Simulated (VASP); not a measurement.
Here is a VASP 6.6.1 calculation.

The input INCAR:

```
PREC     = Accurate       # precision mode
ENCUT    = 700            # plane-wave cutoff, eV
EDIFF    = 1E-6           # SCF threshold, eV
ISMEAR   = -1             # smearing method
SIGMA    = 0.05           # smearing width, eV
LREAL    = F              # projectors in reciprocal space
LASPH    = T              # aspherical terms in the spheres
NELM     = 120            # most SCF steps
ALGO     = Normal         # electronic algorithm
ISIF     = 2              # what is computed and relaxed
LWAVE    = F              # write WAVECAR
LCHARG   = F              # write CHGCAR
GGA      = B5             # functional
ALDAX    = 1.0          
AGGAX    = 1.0          
AGGAC    = 1.0          
ALDAC    = 0.0          
NBANDS   = 16             # bands
GGA_COMPAT= F
```

File KPOINTS:

```
Automatic mesh
0
Gamma
  10 10 10
```

File POSCAR:

```
TaN
1.0
    0.0000000000      2.2350010615      2.2350010615
    2.2350010615      0.0000000000      2.2350010615
    2.2350010615      2.2350010615      0.0000000000
Ta N
1 1
Direct
    0.5000000000      0.5000000000      0.5000000000
    0.0000000000      0.0000000000      0.0000000000
```

Potentials or basis: VASP PAW PBE potentials, release 64 (Ta_sv_GW, N).

Launch:

```bash
$ cat potpaw_PBE.64/Ta_sv_GW/POTCAR potpaw_PBE.64/N/POTCAR > POTCAR
$ mpirun -np 1 vasp_std > vasp.out
```

Predict the band gap on the k mesh.

zero (bands 9 and 10 overlap by 3.62 eV).

What does it give for the pressure?

0.5 GPa.

Caveat: the PAW data sets were made with another functional, which shifts forces and pressure a little; spin-orbit coupling is left out, which moves the levels of the heavy elements.
